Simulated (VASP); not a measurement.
Input of a VASP 6.6.1 run:

Contents of INCAR:

```
SYSTEM = Si2Ge3
ALGO     = Normal         ! electronic algorithm
EDIFF    = 1E-7           ! SCF threshold, eV
EDIFFG   = -0.01          ! ionic threshold
ENCUT    = 600            ! plane-wave cutoff, eV
GGA      = PE             ! functional
IBRION   = 2              ! ionic algorithm
ISIF     = 3              ! what is computed and relaxed
ISMEAR   = 0              ! smearing method
LASPH    = .True.         ! aspherical terms in the spheres
LCHARG   = .False.        ! write CHGCAR
LREAL    = .False.        ! projectors in reciprocal space
LWAVE    = .False.        ! write WAVECAR
NELM     = 80             ! most SCF steps
NSW      = 100            ! ionic steps
PREC     = Accurate       ! precision mode
SIGMA    = 0.1            ! smearing width, eV
```

Contents of KPOINTS:

```
k-points
0
Gamma
  18 18 4
  0 0 0
```

Contents of POSCAR:

```
Si2Ge3
1.0
    2.7562108281      0.0000000000      0.0000000000
   -1.3781054140      2.3869485953      0.0000000000
    0.0000000000      0.0000000000     13.6432834081
Si Ge
2 3
Direct
    0.0000000000      0.0000000000      0.5956318866
    0.0000000000      0.0000000000      0.4043681134
    0.0000000000      0.0000000000      0.7936000112
    0.0000000000      0.0000000000      0.0000000000
    0.0000000000      0.0000000000      0.2063999888
```

Potentials or basis: VASP PAW PBE potentials, release 64 (Si, Ge_d).

Command:

```bash
$ cat potpaw_PBE.64/Si/POTCAR potpaw_PBE.64/Ge_d/POTCAR > POTCAR
$ mpirun -np 1 vasp_std > vasp.out
```

Problem. Estimate the relaxed cell.

Solution. a = 2.799 Å, b = 2.799 Å, c = 13.022 Å, α = 90.00°, β = 90.00°, γ = 120.00°.

Problem. What does it give for the space group after relaxing (to 0.1 Å)?

Solution. P6/mmm (No. 191).

Problem. Predict the relaxed volume.

Solution. 17.67 Å³/atom.

Step by step:
```csv
step,energy change (eV),largest force (eV/Å),pressure (GPa),volume (Å³)
1,0.0000,0.1743,-0.90,89.76
2,-0.1449,0.1158,-0.09,88.35
3,-0.1452,0.1151,-0.08,88.27
4,-0.1452,0.1155,-0.03,88.31
5,-0.1470,0.0972,-0.01,88.27
6,-0.1492,0.0565,0.15,88.18
7,-0.1497,0.0027,-0.10,88.51
8,-0.1497,0.0139,-0.09,88.44
9,-0.1497,0.0165,-0.05,88.43
10,-0.1497,0.0154,-0.05,88.43
11,-0.1497,0.0068,0.03,88.35
```

Caveat: the highest band is partly filled, so the run has too few bands.
